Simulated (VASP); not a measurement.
Here is a VASP 6.6.1 calculation.

File INCAR:

```
SYSTEM = HfC
ALGO = Normal
EDIFF = 1E-8
ENCUT = 520
GGA = PS
ISIF = 2
ISMEAR = -1
LASPH = .True.
LCHARG = .False.
LEFG = .True.
LREAL = .False.
LWAVE = .False.
NBANDS = 14
NELM = 100
PREC = Accurate
SIGMA = 0.05
```

The input KPOINTS:

```
k-points
0
Gamma
  15 15 15
  0 0 0
```

Contents of POSCAR:

```
HfC
1.0
    0.0000000000      2.3947500000      2.3250000000
    2.3947500000      0.0000000000      2.3250000000
    2.3947500000      2.3947500000      0.0000000000
Hf C
1 1
Direct
    0.5000000000      0.5000000000      0.5000000000
    0.0000000000      0.0000000000      0.0000000000
```

Potentials or basis: VASP PAW PBE potentials, release 64 (Hf_pv, C).

The run is started by

```sh
$ cat potpaw_PBE.64/Hf_pv/POTCAR potpaw_PBE.64/C/POTCAR > POTCAR
$ mpirun -np 1 vasp_std > vasp.out
```

Q: Estimate the pressure.

A: -18.4 GPa.

Q: Estimate the band gap on the k mesh.

A: Zero (band 7 reaches 6.44 eV, above the bottom of band 8 at 4.80 eV).

Stress tensor (GPa, compression positive):
```
-21.46   0.00   0.00
  0.00 -21.46   0.00
  0.00   0.00 -12.40
```

Caveat: the cell differs from its parent crystal (equal xx and yy strain of +3 %); without QUAD_EFG the Cq values of the log hold for a quadrupole moment of 1 mb, not for the nuclei; the PAW data sets were made with another functional, which shifts forces and pressure a little; spin-orbit coupling is left out, which moves the levels of the heavy elements.
